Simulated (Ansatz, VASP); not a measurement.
## One calculation of Al4Ru3, two programs

```
CELL_PARAMETERS angstrom
-1.53715 1.53715 10.18232
1.53715 -1.53715 10.18232
1.53715 1.53715 -10.18232
ATOMIC_POSITIONS crystal
Al 0.28970 0.28970 0.00000
Al 0.71030 0.71030 0.00000
Al 0.42853 0.42853 0.00000
Al 0.57147 0.57147 0.00000
Ru 0.85223 0.85223 0.00000
Ru 0.14777 0.14777 0.00000
Ru 0.00000 0.00000 0.00000
```

Alike in both runs: functional PBE; k mesh 14 × 14 × 14; occupations gaussian, width 0.1 eV; no spin polarisation.

Ansatz relaxed the structure, and its values are those at the end. VASP's run is a single point on that final structure, the one shown.

|  | VASP | Ansatz |
| --- | --- | --- |
| version | VASP 6.6.1 | Ansatz 0.2.0 |
| potentials or method | VASP PAW PBE potentials, release 64 (Al, Ru_pv), cutoff 520 eV | scalar-relativistic, plane waves, PAW |
| valence electrons in the cell | 54 | 60 |

```csv
,VASP,Ansatz,Ansatz less VASP
gap on the k mesh at the Fermi level (eV),none,none,-
pressure (GPa),0.0,0.0,+0.04
rms of the force components (eV/Å),0.004,0.002,-0.0020
```

A gap of «none» marks a metal or a gap that the smearing closes. With one functional, cell and mesh, what is left measures potentials, basis and numerics. VASP's potentials hold 54 valence electrons a cell and Ansatz's 60, so a difference there can come from the potentials and not from the codes.
